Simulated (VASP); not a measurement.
# TiSe (P4/nmm) in VASP: notebook

Aim: see how the results for TiSe move with the level of theory and the settings. Levels: PBEsol+D3(BJ), PBEsol, BLYP+D3(BJ). Tasks: relaxation of cell and atoms.

Program: VASP 6.6.1. These are calculated values, not measurements. Logs are shortened: lines on timing, memory, paths and dates and some standing lists are left out, and cuts for length are marked.

## Step 1: The cell of the first run

The structure is tetragonal, space group P4/nmm (No. 129). The conventional cell has a = 4.178 Å, b = 4.178 Å, c = 5.984 Å, α = 90.00°, β = 90.00°, γ = 90.00°. Within 3.3 Å of Ti (site symmetry -4m2) lie 4 Se at 2.53 Å and 4 Ti at 2.95 Å. Se (site symmetry 4mm) has 4 Ti at 2.53 Å within 3.3 Å.

## Step 2: Relaxation of cell and atoms, PBEsol+D3(BJ)

The input, INCAR:

```
ALGO = Normal ; EDIFF = 1E-7
EDIFFG = -0.05 ; ENCUT = 600
GGA = PS ; IBRION = 2
ISIF = 3 ; ISMEAR = 1
IVDW = 12 ; LASPH = T
LCHARG = F ; LREAL = F
LWAVE = F ; NELM = 80
NSW = 80 ; PREC = Accurate
SIGMA = 0.3
```

The input, KPOINTS:

```
Automatic mesh
0
Gamma
  6 6 4
  0.5 0.5 0.5
```

The input, POSCAR:

```
TiSe
1.0
    4.1783570000      0.0000000000      0.0000000000
    0.0000000000      4.1783570000      0.0000000000
    0.0000000000      0.0000000000      5.9844230000
Ti Se
2 2
Direct
    0.5000000000      0.5000000000      0.0000000000
    0.0000000000      0.0000000000      0.0000000000
    0.5000000000      0.0000000000      0.2394440000
    0.0000000000      0.5000000000      0.7605560000
```

Potentials or basis: VASP PAW PBE potentials, release 64 (Ti_sv, Se).

Run with:

```sh
> cat potpaw_PBE.64/Ti_sv/POTCAR potpaw_PBE.64/Se/POTCAR > POTCAR
> mpirun -np 1 vasp_std > vasp.out
```

OUTCAR:

```text
EDIFF = 1E-7
   EDIFFG = -0.05
   ENCUT = 600
   GGA = PS
   IBRION = 2
   ISIF = 3
   ISMEAR = 1
   IVDW = 12
   LASPH = T
   LREAL = F
   NELM = 80
   NSW = 80
   PREC = Accurate
 IVDW          = 12

 ion  position               nearest neighbor table
   1  0.500  0.500  0.000-   3 2.53   4 2.53   3 2.53   4 2.53
   2  0.000  0.000  0.000-   3 2.53   4 2.53   4 2.53   3 2.53
   3  0.500  0.000  0.239-   1 2.53   2 2.53   1 2.53   2 2.53
   4  0.000  0.500  0.761-   1 2.53   2 2.53   2 2.53   1 2.53

  LATTYP: Found a simple tetragonal cell.
 ALAT       =     4.1783570000
 C/A-ratio  =     1.4322431042

  Lattice vectors:

 A1 = (   4.1783570000,   0.0000000000,   0.0000000000)
 A2 = (   0.0000000000,   4.1783570000,   0.0000000000)
 A3 = (   0.0000000000,   0.0000000000,   5.9844230000)

Analysis of symmetry for initial positions (statically):
=====================================================================
 Subroutine PRICEL returns:
 Original cell was already a primitive cell.

 Routine SETGRP: Setting up the symmetry group for a
 simple tetragonal supercell.

 Subroutine GETGRP returns: Found 16 space group operations
 (whereof  8 operations were pure point group operations)
 out of a pool of 16 trial point group operations.

The static configuration has the point symmetry D_2d.
 The point group associated with its full space group is D_4h.

Analysis of symmetry for dynamics (positions and initial velocities):
=====================================================================
 Subroutine PRICEL returns:
 Original cell was already a primitive cell.

 Routine SETGRP: Setting up the symmetry group for a
 simple tetragonal supercell.

 Subroutine GETGRP returns: Found 16 space group operations
 (whereof  8 operations were pure point group operations)
 out of a pool of 16 trial point group operations.

The dynamic configuration has the point symmetry D_2d.
 The point group associated with its full space group is D_4h.

 Subroutine INISYM returns: Found 16 space group operations
 (whereof  8 operations are pure point group operations),
 and found     1 'primitive' translations

----------------------------------------------------------------------------------------

                                     Primitive cell

  volume of cell :     104.4800

  direct lattice vectors                    reciprocal lattice vectors
[... 59 lines left out ...]
  0.416667  0.416667  0.375000      8.000000
   k-points           NKPTS =     12   k-points in BZ     NKDIM =     12   number of bands    NBANDS=     22
   number of dos      NEDOS =    301   number of ions     NIONS =      4
   total plane-waves  NPLWV =  62208
   dimension x,y,z NGX =    36 NGY =   36 NGZ =   48
   dimension x,y,z NGXF=    72 NGYF=   72 NGZF=   96
   ions per type =               2   2
   NGX,Y,Z   is equivalent  to a cutoff of  14.32, 14.32, 13.33 a.u.
   NGXF,Y,Z  is equivalent  to a cutoff of  28.65, 28.65, 26.67 a.u.
 SYSTEM =  unknown system
   PREC   = accura    normal or accurate (medium, high low for compatibility)
   ISTART =      0    job   : 0-new  1-cont  2-samecut
   ICHARG =      2    charge: 1-file 2-atom 10-const
   ISPIN  =      1    spin polarized calculation?
   LNONCOLLINEAR =      F non collinear calculations
   LSORBIT =      F    spin-orbit coupling
   LASPH  =      T    aspherical Exc in radial PAW
   ENCUT  =  600.0 eV  44.10 Ry    6.64 a.u.   8.35  8.35 11.95*2*pi/ulx,y,z
   NELM   =     80;   NELMIN=  2; NELMDL= -5     # of ELM steps
   EDIFF  = 0.1E-06   stopping-criterion for ELM
   LREAL  =      F    real-space projection
   EDIFFG = -.5E-01   stopping-criterion for IOM
   NSW    =     80    number of steps for IOM
   IBRION =      2    ionic relax: 0-MD 1-quasi-New 2-CG
   NFREE  =      1    steps in history (QN), initial steepest desc. (CG)
   ISIF   =      3    stress and relaxation
   ISYM   =      2    0-nonsym 1-usesym 2-fastsym
   POTIM  = 0.5000    time-step for ionic-motion
   TEBEG  =    0.0;   TEEND  =   0.0 temperature during run
   PSTRESS=    0.0 pullay stress
   NELECT =      36.0000    total number of electrons
   NUPDOWN=      -1.0000    fix difference up-down
   EMIN   =  10.00;   EMAX   =-10.00  energy-range for DOS
   EFERMI =   0.00;   METHOD = LEGACY
   ISMEAR =     1;   SIGMA  =   0.30  broadening in eV -4-tet -1-fermi 0-gaus
   EFERMI_NEDOS =   21; number of points for ismear=-14 and -15
   IALGO  =     38    algorithm
   IMIX   =      4    mixing-type and parameters
     AMIX     =   0.40;   BMIX     =  1.00
     AMIX_MAG =   1.60;   BMIX_MAG =  1.00
  volume/ion in A,a.u.               =      26.12       176.27
  Fermi-wavevector in a.u.,A,eV,Ry     =   1.147707  2.168853 17.922035  1.317232
  Thomas-Fermi vector in A             =   2.284386
   LORBIT       =      0    0 simple, 1 ext, 2 COOP (PROOUT), +10 PAW based schemes
   GGA     = PS    functional components
   LHFCALC =     F    Hartree Fock is set to
   AEXX    =    0.0000 exact exchange contribution
   IVDW    =    12    specifies the selected vdW correction
   LEPSILON=     F    determine dielectric tensor
   LRPA    =     F    only Hartree local field effects (RPA)
 conjugate gradient relaxation of ions
 non-spin polarized calculation
 Methfessel and Paxton  Order N= 1 SIGMA  =   0.30
  energy-cutoff  :      600.00
  volume of cell :      104.48
 maximum number of plane-waves:      3494
 NGX is ok and might be reduce to    36
   NGX = 17   NGY = 17   NGZ = 23

--------------------------------------- Ionic step        1  -------------------------------------------

 number of electron      35.9999996 magnetization

 Free energy of the ion-electron system (eV)
  ---------------------------------------------------
  ext. energy  EPLUGINS =         0.00000000
  ---------------------------------------------------
  free energy    TOTEN  =       -27.60932715 eV

  energy without entropy =      -27.60440010  energy(sigma->0) =      -27.60768480

 E-fermi :   3.9881     XC(G=0):  -9.0359

 val. band max:        3.8704252302   @ k =   0.2500   0.2500   0.3750
 cond. band min:       3.9948273875   @ k =   0.4167   0.2500   0.1250
 fundamental gap:      0.1244021574
 Fermi energy:         3.9880940227
[... 727 lines left out ...]
     21       6.0768     -0.00000
     22       6.2374     -0.00000

[... ionic steps 4 to 23 ...]

--------------------------------------- Ionic step       24  -------------------------------------------

 number of electron      36.0000005 magnetization

------------------------ aborting loop because EDIFF is reached ----------------------------------------
[... 79 lines left out ...]
--------------------------------------- Ionic step       26  -------------------------------------------

 number of electron      36.0000006 magnetization

 Free energy of the ion-electron system (eV)
  ---------------------------------------------------
  ext. energy  EPLUGINS =         0.00000000
  ---------------------------------------------------
  free energy    TOTEN  =       -27.57925397 eV

  energy without entropy =      -27.58821413  energy(sigma->0) =      -27.58224069

 E-fermi :   6.4923     XC(G=0): -10.5987

 val. band max:        6.4247529290   @ k =   0.4167   0.2500   0.1250
 cond. band min:       6.5172043819   @ k =   0.4167   0.4167   0.3750
 fundamental gap:      0.0924514529
 Fermi energy:         6.4922904359
[... 333 lines left out ...]
  FREE ENERGIE OF THE ION-ELECTRON SYSTEM (eV)
  ---------------------------------------------------
  free  energy   TOTEN  =       -29.3732211743 eV

  energy  without entropy=      -29.3821813316  energy(sigma->0) =      -29.37620789

 reached required accuracy - stopping structural energy minimisation
```

OSZICAR:

```text
N       E                     dE             d eps       ncg     rms          rms(c)
DAV:   1     0.414926997823E+03    0.41493E+03   -0.19006E+04   528   0.182E+03
DAV:   2     0.233265675714E+02   -0.39160E+03   -0.38591E+03   540   0.486E+02
DAV:   3    -0.265433633756E+02   -0.49870E+02   -0.49285E+02   988   0.150E+02
[... 319 lines left out ...]
DAV:   5    -0.275792097759E+02   -0.47366E-04   -0.84513E-05   664   0.789E-02    0.210E-02
DAV:   6    -0.275792504710E+02   -0.40695E-04   -0.12262E-04   750   0.412E-02    0.141E-02
DAV:   7    -0.275792527812E+02   -0.23102E-05   -0.47289E-06   700   0.156E-02    0.778E-03
DAV:   8    -0.275792540410E+02   -0.12597E-05   -0.19591E-06   716   0.119E-02    0.811E-04
DAV:   9    -0.275792539726E+02    0.68304E-07   -0.83664E-08   318   0.250E-03
  26 F= -.29373221E+02 E0= -.29376208E+02  d E =-.586273E-03
```

It took 18 min on 1 thread of Intel Xeon 8259CL, shared host; peak memory 0.28 GiB.

Results:

```yaml
Free_energy: -29.3732 eV
Relaxed_volume: 19.87 Å³/atom
Relaxed_cell: a = 4.108 Å, b = 4.108 Å, c = 4.710 Å, α = 90.00°, β = 90.00°, γ = 90.00°
Space_group_after_relaxing_to_0.1_Å: P4/nmm (No. 129)
Energy_gained_by_relaxing: 106.1 meV/atom
Ionic_steps: 26
Pressure_after_relaxing: -0.3 GPa
Largest_force_after_relaxing: 0.008 eV/Å
Band_gap_on_the_k_mesh: zero (bands 18 and 19 overlap by 0.78 eV)
Dispersion_energy_per_atom: -0.448 eV
```

Forces in eV/Å, atoms in the order of the input:
```
Ti   0.000  0.000  0.000
Ti   0.000  0.000  0.000
Se   0.000  0.000 -0.008
Se   0.000  0.000  0.008
```

Stress tensor (GPa, compression positive):
```
-0.37  0.00  0.00
 0.00 -0.37  0.00
 0.00  0.00 -0.16
```

Step by step:
```tsv
step	energy change (eV)	largest force (eV/Å)	pressure (GPa)	volume (Å³)
1	0.0000	0.3181	-4.86	104.48
2	-0.0155	1.3809	5.02	92.96
3	-0.1043	0.5027	-0.29	98.22
4	-0.1310	0.4755	-0.28	96.92
5	-0.2065	0.4023	-0.15	93.05
6	-0.3224	0.2703	0.87	85.53
7	-0.2190	0.1358	8.70	71.32
8	-0.3347	0.4853	3.21	81.68
9	-0.3378	0.4674	4.80	77.84
10	-0.3497	0.3746	4.33	77.71
11	-0.3733	0.0889	2.99	77.33
12	-0.3664	0.4716	0.72	76.53
13	-0.3792	0.1419	2.03	77.01
14	-0.3852	0.1404	1.72	77.37
15	-0.3990	0.1397	0.85	78.49
16	-0.4093	0.1526	-0.74	80.74
17	-0.4127	0.0817	-0.43	80.66
18	-0.4161	0.0861	0.34	80.48
19	-0.4178	0.0698	0.05	80.69
20	-0.4189	0.0399	-0.49	81.07
21	-0.4202	0.0804	-0.26	80.78
22	-0.4207	0.1228	-0.01	80.48
23	-0.4218	0.0964	-0.12	80.35
24	-0.4238	0.0158	-0.40	79.96
25	-0.4240	0.0194	-0.54	79.79
26	-0.4246	0.0078	-0.30	79.48
```

Final structure:
```
CELL_PARAMETERS angstrom
4.10812 0.00000 0.00000
0.00000 4.10812 0.00000
0.00000 0.00000 4.70970
ATOMIC_POSITIONS crystal
Ti 0.50000 0.50000 0.00000
Ti 0.00000 0.00000 0.00000
Se 0.50000 0.00000 0.30095
Se 0.00000 0.50000 0.69905
```

Levels at points of the mesh, in eV from the Fermi level:
| k point | band 15 | band 16 | band 17 | band 18 | band 19 | band 20 | band 21 | band 22 |
| --- | --- | --- | --- | --- | --- | --- | --- | --- |
| (0.08, 0.08, 0.12) | -3.32 | -3.19 | -1.28 | -0.24 | 0.44 | 1.34 | 1.73 | 1.87 |

Caveat: the volume moved by over 15 % at a fixed basis, so the end points are rough; so wide a smearing shifts energies and pressures; the PAW data sets were made with another functional, which shifts forces and pressure a little.

## Step 3: Relaxation of cell and atoms, PBEsol

The input, INCAR:

```
SYSTEM = TiSe
PREC = Accurate ; ENCUT = 600
EDIFF = 1E-6 ; ISMEAR = 1
SIGMA = 0.3 ; LREAL = .False.
LASPH = .True. ; NELM = 80
ALGO = Normal ; ISIF = 3
LWAVE = .False. ; LCHARG = .False.
GGA = PS ; IBRION = 2
NSW = 80 ; EDIFFG = -0.05
```

KPOINTS is that of step 2.

POSCAR is that of step 2.

Potentials or basis: VASP PAW PBE potentials, release 64 (Ti_sv, Se).

Run with:

```sh
> cat potpaw_PBE.64/Ti_sv/POTCAR potpaw_PBE.64/Se/POTCAR > POTCAR
> mpirun -np 1 vasp_std > vasp.out
```

It took 9.1 min on 1 thread of Intel Xeon 8259CL, shared host; peak memory 0.27 GiB.

The run converged. Its results:

```
Free energy                           : -27.6779 eV
Relaxed volume                        : 22.23 Å³/atom
Relaxed cell                          : a = 4.129 Å, b = 4.129 Å, c = 5.215 Å, α = 90.00°, β = 90.00°, γ = 90.00°
Space group after relaxing (to 0.1 Å) : P4/nmm (No. 129)
Energy gained by relaxing             : 17.2 meV/atom
Ionic steps                           : 17
Pressure after relaxing               : 0.1 GPa
Largest force after relaxing          : 0.042 eV/Å
Band gap on the k mesh                : zero (bands 18 and 19 overlap by 0.83 eV)
```

Forces in eV/Å, atoms in the order of the input:
```
Ti   0.000  0.000  0.000
Ti   0.000  0.000  0.000
Se   0.000  0.000 -0.042
Se   0.000  0.000  0.042
```

The path:
| step | energy change (eV) | largest force (eV/Å) | pressure (GPa) | volume (Å³) |
| --- | --- | --- | --- | --- |
| 1 | 0.0000 | 0.3398 | -2.73 | 104.48 |
| 2 | -0.0009 | 0.6085 | 2.84 | 97.89 |
| 3 | -0.0335 | 0.1161 | -0.12 | 101.07 |
| 4 | -0.0336 | 0.1259 | -0.07 | 101.01 |
| 5 | -0.0349 | 0.1166 | -0.05 | 100.70 |
| 6 | -0.0388 | 0.0894 | -0.04 | 99.80 |
| 7 | -0.0445 | 0.0360 | 0.01 | 98.00 |
| 8 | -0.0471 | 0.0685 | 0.19 | 94.46 |
| 9 | -0.0481 | 0.0776 | 0.18 | 94.27 |
| 10 | -0.0508 | 0.1047 | 0.06 | 93.71 |
| 11 | -0.0551 | 0.1573 | -0.15 | 92.57 |
| 12 | -0.0579 | 0.2525 | -0.44 | 90.26 |
| 13 | -0.0631 | 0.1196 | 0.29 | 89.07 |
| 14 | -0.0636 | 0.0649 | 0.62 | 88.58 |
| 15 | -0.0673 | 0.0878 | 0.16 | 88.88 |
| 16 | -0.0680 | 0.1009 | -0.12 | 89.06 |
| 17 | -0.0686 | 0.0418 | 0.12 | 88.93 |

Final structure:
```yaml
crystal:
  lattice:
    - [4.12950, 0.00000, 0.00000]
    - [0.00000, 4.12950, 0.00000]
    - [0.00000, 0.00000, 5.21492]
  atoms:
    - { symbol: Ti, position: [0.50000, 0.50000, 0.00000] }
    - { symbol: Ti, position: [0.00000, 0.00000, 0.00000] }
    - { symbol: Se, position: [0.50000, 0.00000, 0.27219] }
    - { symbol: Se, position: [0.00000, 0.50000, 0.72781] }
```

Levels at points of the mesh, in eV from the Fermi level:
| k point | band 16 | band 17 | band 18 | band 19 | band 20 | band 21 |
| --- | --- | --- | --- | --- | --- | --- |
| (0.08, 0.08, 0.12) | -3.41 | -1.25 | 0.23 | 0.65 | 1.09 | 1.76 |

Caveat: so wide a smearing shifts energies and pressures; the PAW data sets were made with another functional, which shifts forces and pressure a little; the relaxation stopped at a loose force limit of 0.05 eV/Å, so its end isn't a converged minimum.

## Step 4: Relaxation of cell and atoms, BLYP+D3(BJ)

The input, INCAR:

```
PREC = Accurate
ENCUT = 600
EDIFF = 1E-6
ISMEAR = 1
SIGMA = 0.3
LREAL = F
LASPH = T
NELM = 60
ALGO = Normal
ISIF = 3
LWAVE = F
LCHARG = F
GGA = B5
ALDAX = 1.0
AGGAX = 1.0
AGGAC = 1.0
ALDAC = 0.0
IVDW = 12
VDW_S6 = 1.0
VDW_S8 = 2.6996
VDW_A1 = 0.4298
VDW_A2 = 4.2359
IBRION = 2
NSW = 80
EDIFFG = -0.05
```

KPOINTS is that of step 3.

POSCAR is that of step 3.

Run with:

```sh
> cat potpaw_PBE.64/Ti_sv/POTCAR potpaw_PBE.64/Se/POTCAR > POTCAR
> mpirun -np 1 vasp_std > vasp.out
```

Run time: 13 min. Hardware: 1 thread of Intel Xeon 8259CL, shared host; peak memory 0.28 GiB.

The run converged. Its results:

| Item | Value |
| --- | --- |
| Free energy | -26.9385 eV |
| Relaxed volume | 20.62 Å³/atom |
| Relaxed cell | a = 4.150 Å, b = 4.150 Å, c = 4.788 Å, α = 90.00°, β = 90.00°, γ = 90.00° |
| Space group after relaxing (to 0.1 Å) | P4/nmm (No. 129) |
| Energy gained by relaxing | 115.1 meV/atom |
| Ionic steps | 15 |
| Pressure after relaxing | 0.0 GPa |
| Largest force after relaxing | 0.049 eV/Å |
| Band gap on the k mesh | zero (bands 18 and 19 overlap by 0.76 eV) |
| Dispersion energy per atom | -1.058 eV |

Forces in eV/Å, atoms in the order of the input:
```
Ti   0.000  0.000  0.000
Ti   0.000  0.000  0.000
Se   0.000  0.000  0.049
Se   0.000  0.000 -0.049
```

Stress tensor (GPa, compression positive):
```
 0.10  0.00  0.00
 0.00  0.10  0.00
 0.00  0.00 -0.18
```

The path:
| step | energy change (eV) | largest force (eV/Å) | pressure (GPa) | volume (Å³) |
| --- | --- | --- | --- | --- |
| 1 | 0.0000 | 0.3212 | -2.53 | 104.48 |
| 2 | -0.0541 | 0.9364 | 1.00 | 98.36 |
| 3 | -0.0542 | 0.9154 | 0.86 | 98.56 |
| 4 | -0.1084 | 0.8647 | 0.91 | 96.59 |
| 5 | -0.2497 | 0.6953 | 1.40 | 90.82 |
| 6 | -0.3429 | 0.3517 | 4.76 | 79.77 |
| 7 | -0.4006 | 0.2656 | 0.89 | 80.84 |
| 8 | -0.4014 | 0.3447 | 0.44 | 80.99 |
| 9 | -0.4177 | 0.2912 | 0.33 | 81.28 |
| 10 | -0.4502 | 0.1383 | -0.10 | 82.15 |
| 11 | -0.4483 | 0.1295 | -0.90 | 83.75 |
| 12 | -0.4596 | 0.0061 | -0.53 | 82.95 |
| 13 | -0.4596 | 0.0148 | -0.49 | 82.91 |
| 14 | -0.4600 | 0.0955 | 0.35 | 82.17 |
| 15 | -0.4603 | 0.0492 | 0.01 | 82.48 |

Final structure:
```yaml
crystal:
  lattice:
    - [4.15031, 0.00000, 0.00000]
    - [0.00000, 4.15031, 0.00000]
    - [0.00000, 0.00000, 4.78846]
  atoms:
    - { symbol: Ti, position: [0.50000, 0.50000, 0.00000] }
    - { symbol: Ti, position: [0.00000, 0.00000, 0.00000] }
    - { symbol: Se, position: [0.50000, 0.00000, 0.29721] }
    - { symbol: Se, position: [0.00000, 0.50000, 0.70279] }
```

Levels at points of the mesh, in eV from the Fermi level:
```csv
k point,band 16,band 17,band 18,band 19,band 20,band 21
"(0.08, 0.08, 0.12)",-3.19,-1.27,-0.04,0.50,1.21,1.62
```

Caveat: the volume moved by over 15 % at a fixed basis, so the end points are rough; so wide a smearing shifts energies and pressures; the PAW data sets were made with another functional, which shifts forces and pressure a little; the relaxation stopped at a loose force limit of 0.05 eV/Å, so its end isn't a converged minimum.

## Step 5: The runs side by side

```tsv
level	gap on the mesh (eV)	pressure (GPa)	relaxed volume (Å³/atom)	largest force (eV/Å)
PBEsol+D3(BJ)	none	-0.3	19.87	0.01
PBEsol	none	0.1	22.23	0.04
BLYP+D3(BJ)	none	0.0	20.62	0.05
```

Alike in all rows: task relaxation of cell and atoms; potentials or basis VASP PAW PBE potentials, release 64 (Ti_sv, Se); no spin polarisation; cell relaxed; k mesh 6 × 6 × 4, shifted; cutoff (eV) 600; smearing methfessel-paxton 0.3 eV.

Caveats: so wide a smearing shifts energies and pressures; the PAW data sets were made with another functional, which shifts forces and pressure a little; the volume moved by over 15 % at a fixed basis, so the end points are rough (at least some runs); the relaxation stopped at a loose force limit of 0.05 eV/Å, so its end isn't a converged minimum (at least some runs).

Absolute energies hang on the potentials; compare differences alone.
